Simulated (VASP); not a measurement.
A run of VASP 6.6.1:

The input INCAR:

```
PREC = Accurate
ENCUT = 520
EDIFF = 1E-6
ISMEAR = 0
SIGMA = 0.1
LREAL = False
LASPH = True
NELM = 80
ALGO = Fast
ISIF = 2
LWAVE = False
LCHARG = False
GGA = PS
NBANDS = 18
```

Contents of KPOINTS:

```
Automatic mesh
0
Gamma
  16 16 12
```

File POSCAR:

```
CuAu
1.0
    2.8199208674      0.0000000000      0.0000000000
    0.0000000000      2.8199208674      0.0000000000
    0.0000000000      0.0000000000      3.5739976122
Cu Au
1 1
Direct
    0.5000000000      0.5000000000      0.5000000000
    0.0000000000      0.0000000000      0.0000000000
```

Potentials or basis: VASP PAW PBE potentials, release 64 (Cu, Au).

The run is started by

```sh
$ cat potpaw_PBE.64/Cu/POTCAR potpaw_PBE.64/Au/POTCAR > POTCAR
$ mpirun -np 1 vasp_std > vasp.out
```

Hardware: 1 thread of Intel(R) Xeon(R) 6975P-C (Granite Rapids), with other jobs on the host.

Task: Estimate the wall time of this run.

Result: Wall time 67 s on 1 thread of Intel(R) Xeon(R) 6975P-C (Granite Rapids), with other jobs on the host, peak memory 0.28 GiB. Counts: scf iterations 16, k points 315.
